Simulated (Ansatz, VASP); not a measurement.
## Al2Cu in VASP and in Ansatz

INCAR

```
PREC     = Accurate       # precision mode
ENCUT    = 520            # plane-wave cutoff, eV
EDIFF    = 1E-6           # SCF threshold, eV
ISMEAR   = 0              # smearing method
SIGMA    = 0.15           # smearing width, eV
LREAL    = F              # projectors in reciprocal space
LASPH    = T              # aspherical terms in the spheres
NELM     = 80             # most SCF steps
ALGO     = Fast           # electronic algorithm
ISIF     = 2              # what is computed and relaxed
LWAVE    = F              # write WAVECAR
LCHARG   = F              # write CHGCAR
GGA      = PS             # functional
NBANDS   = 16             # bands
```

Contents of KPOINTS:

```
Automatic mesh
0
Gamma
  14 14 14
```

File POSCAR:

```
Al2Cu
1.0
   -2.0246107077      2.0246107077      2.8631594530
    2.0246107077     -2.0246107077      2.8631594530
    2.0246107077      2.0246107077     -2.8631594530
Al Cu
2 1
Direct
    0.7452850484      0.2264252419      0.4717102903
    0.2452850484      0.7264252419      0.4717102903
    0.5040039231      0.5200196155      0.0240235386
```

Input for Ansatz:

```yaml
crystal:
  lattice:
    - [-2.0246107077, 2.0246107077, 2.863159453]
    - [2.0246107077, -2.0246107077, 2.863159453]
    - [2.0246107077, 2.0246107077, -2.863159453]
  atoms:
    - { symbol: Al, position: [0.7452850484, 0.2264252419, 0.4717102903] }
    - { symbol: Al, position: [0.2452850484, 0.7264252419, 0.4717102903] }
    - { symbol: Cu, position: [0.5040039231, 0.5200196155, 0.0240235386] }
basis:
  ecutwfc: 520.0
kpoints:
  mp_grid: { grid: [14, 14, 14] }
hamiltonian:
  xc: pbesol
  pseudopotentials: { kind: paw, azcp: { folder: soft_1 } }
scf:
  occupations: { method: gaussian, width: 0.15 }
output:
  forces: true
  stress: true
  eigenvalues: true
```

Change from the starting cell: mode 4 frozen in at -0.081 Å and mode 5 at -0.054 Å (largest displacements).

Alike in both runs: task single point; functional PBEsol; k mesh 14 × 14 × 14; occupations gaussian, width 0.15 eV; no spin polarisation.

|  | VASP | Ansatz |
| --- | --- | --- |
| version | VASP 6.6.1 | Ansatz 0.2.0 |
| potentials or method | VASP PAW PBE potentials, release 64 (Al, Cu), cutoff 520 eV | scalar-relativistic, plane waves, PAW |
| valence electrons in the cell | 17 | 25 |

|  | VASP | Ansatz | Ansatz less VASP |
| --- | --- | --- | --- |
| gap on the k mesh at the Fermi level (eV) | none | none | - |
| pressure (GPa) | 1.5 | 1.2 | -0.27 |
| traceless stress, the component that is largest in VASP (GPa) | -1.40 | -1.39 | +0.002 |
| rms of the force components (eV/Å) | 0.583 | 0.582 | -0.0008 |

VASP's potentials were made for PBE, not for PBEsol, and Ansatz warns of the same on its side. Atom by atom the forces differ by 0.001 eV/Å (rms over components). A gap of «none» marks a metal or a gap that the smearing closes. VASP's potentials hold 17 valence electrons a cell and Ansatz's 25, so a difference there can come from the potentials and not from the codes.
